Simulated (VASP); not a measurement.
# CsTaS2 (P-6m2) in VASP: relaxation of cell and atoms with PBE

Aim: the relaxation of cell and atoms of CsTaS2 with PBE.

Program: VASP 6.6.1. These are calculated values, not measurements. Logs are shortened: lines on timing, memory, paths and dates and some standing lists are left out, and cuts for length are marked.

### 1 The cell of the first run

The structure is hexagonal, space group P-6m2 (No. 187). Conventional cell: a = 3.398 Å, b = 3.398 Å, c = 7.963 Å, α = 90.00°, β = 90.00°, γ = 120.00°. Within 4.1 Å of Cs (site symmetry -6m2) lie 6 S at 3.10 Å and 6 Cs at 3.40 Å. Ta (site symmetry -6m2) has 6 S at 2.52 Å and 6 Ta at 3.40 Å within 3.4 Å. S (site symmetry 3m) has 3 Ta at 2.52 Å and 3 Cs at 3.10 Å and 7 S at 3.16 to 3.40 Å within 3.4 Å.

### 2 Relaxation of cell and atoms, PBE

Contents of INCAR:

```
PREC = Accurate ; ENCUT = 500
EDIFF = 1E-7 ; ISMEAR = 0
SIGMA = 0.1 ; LREAL = F
LASPH = T ; NELM = 120
ALGO = Normal ; ISIF = 3
LWAVE = F ; LCHARG = F
GGA = PE ; IBRION = 2
NSW = 90 ; EDIFFG = -0.04
GGA_COMPAT = F ; NELMIN = 4
```

Contents of KPOINTS:

```
regular mesh
0
Gamma
  6 6 2
```

Contents of POSCAR:

```
CsTaS2
1.0
    3.3978678500      0.0000000000      0.0000000000
   -1.6989339300      2.9426398800      0.0000000000
    0.0000000000      0.0000000000      7.9626027000
Cs Ta S
1 1 2
Direct
    0.3333333300      0.6666666700      0.5000000000
    0.6666666700      0.3333333300      0.0000000000
    0.0000000000      0.0000000000      0.1982274900
    0.0000000000      0.0000000000      0.8017725100
```

Potentials or basis: VASP PAW PBE potentials, release 64 (Cs_sv, Ta_sv_GW, S).

Command:

```
$ cat potpaw_PBE.64/Cs_sv/POTCAR potpaw_PBE.64/Ta_sv_GW/POTCAR potpaw_PBE.64/S/POTCAR > POTCAR
$ mpirun -np 1 vasp_std > vasp.out
```

OUTCAR:

```text
PREC = Accurate
   ENCUT = 500
   EDIFF = 1E-7
   ISMEAR = 0
   LREAL = F
   LASPH = T
   NELM = 120
   ISIF = 3
   GGA = PE
   IBRION = 2
   NSW = 90
   EDIFFG = -0.04
   NELMIN = 4

 ion  position               nearest neighbor table
   1  0.333  0.667  0.500-
   2  0.667  0.333  0.000-   3 2.52   4 2.52   3 2.52   4 2.52   3 2.52   4 2.52
   3  0.000  0.000  0.198-   2 2.52   2 2.52   2 2.52
   4  0.000  0.000  0.802-   2 2.52   2 2.52   2 2.52

  LATTYP: Found a hexagonal cell.
 ALAT       =     3.3978678500
 C/A-ratio  =     2.3434115309

  Lattice vectors:

 A1 = (   3.3978678500,   0.0000000000,   0.0000000000)
 A2 = (  -1.6989339300,   2.9426398800,   0.0000000000)
 A3 = (   0.0000000000,   0.0000000000,   7.9626027000)

Analysis of symmetry for initial positions (statically):
=====================================================================
 Subroutine PRICEL returns:
 Original cell was already a primitive cell.

 Routine SETGRP: Setting up the symmetry group for a
 hexagonal supercell.

 Subroutine GETGRP returns: Found 12 space group operations
 (whereof 12 operations were pure point group operations)
 out of a pool of 24 trial point group operations.

The static configuration has the point symmetry D_3h.

Analysis of symmetry for dynamics (positions and initial velocities):
=====================================================================
 Subroutine PRICEL returns:
 Original cell was already a primitive cell.

 Routine SETGRP: Setting up the symmetry group for a
 hexagonal supercell.

 Subroutine GETGRP returns: Found 12 space group operations
 (whereof 12 operations were pure point group operations)
 out of a pool of 24 trial point group operations.

The dynamic configuration has the point symmetry D_3h.

 Subroutine INISYM returns: Found 12 space group operations
 (whereof 12 operations are pure point group operations),
 and found     1 'primitive' translations

----------------------------------------------------------------------------------------

                                     Primitive cell

  volume of cell :      79.6157

  direct lattice vectors                    reciprocal lattice vectors
     3.397867850  0.000000000  0.000000000     0.294302205  0.169915458  0.000000000
    -1.698933930  2.942639880  0.000000000     0.000000000  0.339830914  0.000000000
     0.000000000  0.000000000  7.962602700     0.000000000  0.000000000  0.125587077

  length of vectors
     3.397867850  3.397867855  7.962602700     0.339830915  0.339830914  0.125587077

  position of ions in fractional coordinates (direct lattice)
     0.333333330  0.666666670  0.500000000
     0.666666670  0.333333330  0.000000000
     0.000000000  0.000000000  0.198227490
     0.000000000  0.000000000  0.801772510

  ion indices of the primitive-cell ions
   primitive index   ion index
                 1           1
                 2           2
                 3           3
                 4           4

----------------------------------------------------------------------------------------

 KPOINTS: regular mesh

Automatic generation of k-mesh.
 Grid dimensions read from file:
 generate k-points for:    6    6    2

 Generating k-lattice:

  Cartesian coordinates                     Fractional coordinates (reciprocal lattice)
     0.049050367  0.028319243  0.000000000     0.166666667 -0.000000000  0.000000000
     0.000000000  0.056638486  0.000000000     0.000000000  0.166666667  0.000000000
     0.000000000  0.000000000  0.062793539     0.000000000  0.000000000  0.500000000

  Length of vectors
     0.056638486  0.056638486  0.062793539

  Shift w.r.t. Gamma in fractional coordinates (k-lattice)
     0.000000000  0.000000000  0.000000000

 Subroutine IBZKPT returns following result:
 ===========================================

 Found     14 irreducible k-points:

 Following reciprocal coordinates:
            Coordinates               Weight
  0.000000  0.000000  0.000000      1.000000
  0.166667  0.000000  0.000000      6.000000
  0.333333  0.000000  0.000000      6.000000
  0.500000  0.000000  0.000000      3.000000
  0.166667  0.166667  0.000000      6.000000
  0.333333  0.166667  0.000000     12.000000
  0.333333  0.333333  0.000000      2.000000
  0.000000  0.000000  0.500000      1.000000
  0.166667  0.000000  0.500000      6.000000
  0.333333  0.000000  0.500000      6.000000
  0.500000  0.000000  0.500000      3.000000
  0.166667  0.166667  0.500000      6.000000
  0.333333  0.166667  0.500000     12.000000
  0.333333  0.333333  0.500000      2.000000
   k-points           NKPTS =     14   k-points in BZ     NKDIM =     14   number of bands    NBANDS=     21
   number of dos      NEDOS =    301   number of ions     NIONS =      4
   total plane-waves  NPLWV =  47040
   dimension x,y,z NGX =    28 NGY =   28 NGZ =   60
   dimension x,y,z NGXF=    56 NGYF=   56 NGZF=  120
   ions per type =               1   1   2
   NGX,Y,Z   is equivalent  to a cutoff of  13.70, 13.70, 12.53 a.u.
   NGXF,Y,Z  is equivalent  to a cutoff of  27.40, 27.40, 25.05 a.u.
 SYSTEM =  unknown system
   PREC   = accura    normal or accurate (medium, high low for compatibility)
   ISTART =      0    job   : 0-new  1-cont  2-samecut
   ICHARG =      2    charge: 1-file 2-atom 10-const
   ISPIN  =      1    spin polarized calculation?
   LNONCOLLINEAR =      F non collinear calculations
   LSORBIT =      F    spin-orbit coupling
   LASPH  =      T    aspherical Exc in radial PAW
   ENCUT  =  500.0 eV  36.75 Ry    6.06 a.u.   6.20  6.20 14.52*2*pi/ulx,y,z
   NELM   =    120;   NELMIN=  4; NELMDL= -5     # of ELM steps
   EDIFF  = 0.1E-06   stopping-criterion for ELM
   LREAL  =      F    real-space projection
   EDIFFG = -.4E-01   stopping-criterion for IOM
   NSW    =     90    number of steps for IOM
   IBRION =      2    ionic relax: 0-MD 1-quasi-New 2-CG
   NFREE  =      1    steps in history (QN), initial steepest desc. (CG)
   ISIF   =      3    stress and relaxation
   ISYM   =      2    0-nonsym 1-usesym 2-fastsym
   POTIM  = 0.5000    time-step for ionic-motion
   TEBEG  =    0.0;   TEEND  =   0.0 temperature during run
   PSTRESS=    0.0 pullay stress
   NELECT =      34.0000    total number of electrons
   NUPDOWN=      -1.0000    fix difference up-down
   EMIN   =  10.00;   EMAX   =-10.00  energy-range for DOS
   EFERMI =   0.00;   METHOD = LEGACY
   ISMEAR =     0;   SIGMA  =   0.10  broadening in eV -4-tet -1-fermi 0-gaus
   EFERMI_NEDOS =   21; number of points for ismear=-14 and -15
   IALGO  =     38    algorithm
   IMIX   =      4    mixing-type and parameters
     AMIX     =   0.40;   BMIX     =  1.00
     AMIX_MAG =   1.60;   BMIX_MAG =  1.00
  volume/ion in A,a.u.               =      19.90       134.32
  Fermi-wavevector in a.u.,A,eV,Ry     =   1.232825  2.329702 20.678931  1.519859
  Thomas-Fermi vector in A             =   2.367580
   LORBIT       =      0    0 simple, 1 ext, 2 COOP (PROOUT), +10 PAW based schemes
   GGA     = PE    functional components
   LHFCALC =     F    Hartree Fock is set to
   AEXX    =    0.0000 exact exchange contribution
   IVDW    =     0    specifies the selected vdW correction
   LEPSILON=     F    determine dielectric tensor
   LRPA    =     F    only Hartree local field effects (RPA)
 conjugate gradient relaxation of ions
 non-spin polarized calculation
 Gauss-broadening in eV      SIGMA  =   0.10
  energy-cutoff  :      500.00
  volume of cell :       79.62
 maximum number of plane-waves:      2034
 NGX is ok and might be reduce to    28
   NGX = 13   NGY = 13   NGZ = 29

--------------------------------------- Ionic step        1  -------------------------------------------

 number of electron      34.0000000 magnetization

 Free energy of the ion-electron system (eV)
  ---------------------------------------------------
  ext. energy  EPLUGINS =         0.00000000
  ---------------------------------------------------
  free energy    TOTEN  =       -26.95223550 eV

  energy without entropy =      -26.95223208  energy(sigma->0) =      -26.95223379

------------------------ aborting loop because EDIFF is reached ----------------------------------------

  FORCE on cell =-STRESS in cart. coord.  units (eV):
  Direction    XX          YY          ZZ          XY          YZ          ZX
  --------------------------------------------------------------------------------------
  -------------------------------------------------------------------------------------
  Total        4.9415486      4.9415486      3.7105380     -0.0000000      0.0000000      0.0000000
  in kB       99.4431801     99.4431803     74.6704577     -0.0000002      0.0000000      0.0000000
  external PRESSURE =      91.1856060 kB  Pullay stress =       0.0000000 kB

 VOLUME and BASIS-vectors are now :
 -----------------------------------------------------------------------------
  energy-cutoff  :      500.00
  volume of cell :       79.62
      direct lattice vectors                 reciprocal lattice vectors
     3.397867850  0.000000000  0.000000000     0.294302205  0.169915458  0.000000000
    -1.698933930  2.942639880  0.000000000     0.000000000  0.339830914  0.000000000
     0.000000000  0.000000000  7.962602700     0.000000000  0.000000000  0.125587077
[... 191 lines left out ...]
 POSITION                                       TOTAL-FORCE (eV/Angst)
 -----------------------------------------------------------------------------------
     -0.00000      2.04884      4.11242         0.000000     -0.000000      0.000000
      1.77435      1.02442      8.22483        -0.000000      0.000000      0.000000
     -1.77435      3.07326      1.49755         0.000000     -0.000000     -0.028193
     -1.77435      3.07326      6.72728         0.000000     -0.000000      0.028193
 -----------------------------------------------------------------------------------
    total drift:                               -0.000049      0.000028     -0.000000

  FREE ENERGIE OF THE ION-ELECTRON SYSTEM (eV)
  ---------------------------------------------------
  free  energy   TOTEN  =       -27.3804680588 eV

  energy  without entropy=      -27.3794104151  energy(sigma->0) =      -27.37993924

--------------------------------------- Ionic step        7  -------------------------------------------

 number of electron      34.0000001 magnetization

 Free energy of the ion-electron system (eV)
  ---------------------------------------------------
  ext. energy  EPLUGINS =         0.00000000
  ---------------------------------------------------
  free energy    TOTEN  =       -27.38203253 eV

  energy without entropy =      -27.38017738  energy(sigma->0) =      -27.38110495

 E-fermi :   7.5671     XC(G=0): -10.4049

 val. band max:        7.5371343537   @ k =   0.0000   0.0000   0.5000
 cond. band min:       7.6535953647   @ k =   0.5000   0.0000   0.5000
 fundamental gap:      0.1164610110
 Fermi energy:         7.5670937019

 k-point     1 :       0.0000    0.0000    0.0000
  band No.  band energies     occupation
      1     -61.7177      2.00000
      2     -28.1581      2.00000
      3     -28.0928      2.00000
      4     -28.0928      2.00000
      5     -17.0279      2.00000
      6      -7.7724      2.00000
[... 13 lines left out ...]
     20       8.9240      0.00000
     21       8.9350      0.00000
[... 332 lines left out ...]
 POSITION                                       TOTAL-FORCE (eV/Angst)
 -----------------------------------------------------------------------------------
     -0.00000      2.04561      4.14158         0.000000      0.000000      0.000000
      1.77155      1.02280     -0.00000         0.000000     -0.000000      0.000000
      0.00000      0.00000      1.50090        -0.000000      0.000000     -0.005145
      0.00000      0.00000      6.78227        -0.000000      0.000000      0.005145
 -----------------------------------------------------------------------------------
    total drift:                               -0.000049      0.000028     -0.000000

  FREE ENERGIE OF THE ION-ELECTRON SYSTEM (eV)
  ---------------------------------------------------
  free  energy   TOTEN  =       -27.3820325257 eV

  energy  without entropy=      -27.3801773763  energy(sigma->0) =      -27.38110495

 reached required accuracy - stopping structural energy minimisation
```

It took 2.8 min on 1 thread of AMD EPYC 7R13 (Zen 3), shared host; peak memory 0.19 GiB.

What came out:

```
Free energy                           : -27.3820 eV
Relaxed volume                        : 22.51 Å³/atom
Relaxed cell                          : a = 3.543 Å, b = 3.543 Å, c = 8.283 Å, α = 90.00°, β = 90.00°, γ = 120.00°
Space group after relaxing (to 0.1 Å) : P-6m2 (No. 187)
Energy gained by relaxing             : 107.4 meV/atom
Ionic steps                           : 7
Pressure after relaxing               : -0.2 GPa
Largest force after relaxing          : 0.005 eV/Å
Band gap on the k mesh                : 0.12 eV (least direct gap 0.61 eV)
```

Forces in eV/Å, atoms in the order of the input:
```
Cs   0.000  0.000  0.000
Ta   0.000  0.000  0.000
S    0.000  0.000 -0.005
S    0.000  0.000  0.005
```

The path:
| step | energy change (eV) | largest force (eV/Å) | pressure (GPa) | volume (Å³) |
| --- | --- | --- | --- | --- |
| 1 | 0.0000 | 1.3621 | 9.12 | 79.62 |
| 2 | -0.2802 | 1.2721 | -4.91 | 93.39 |
| 3 | -0.3192 | 1.2820 | -2.00 | 89.41 |
| 4 | -0.4194 | 0.0732 | 0.33 | 89.19 |
| 5 | -0.4194 | 0.0775 | 0.32 | 89.19 |
| 6 | -0.4282 | 0.0282 | 0.01 | 89.70 |
| 7 | -0.4298 | 0.0051 | -0.19 | 90.05 |

Final structure:
```xyz
4
Lattice="3.5431 0.0000 0.0000 -1.7715 3.0684 0.0000 0.0000 0.0000 8.2832" Properties=species:S:1:pos:R:3 pbc="T T T"
Cs    0.0000    2.0456    4.1416
Ta    1.7715    1.0228    0.0000
S     0.0000    0.0000    1.5009
S     0.0000    0.0000    6.7823
```

Caveat: spin-orbit coupling is left out, which moves the levels of the heavy elements.
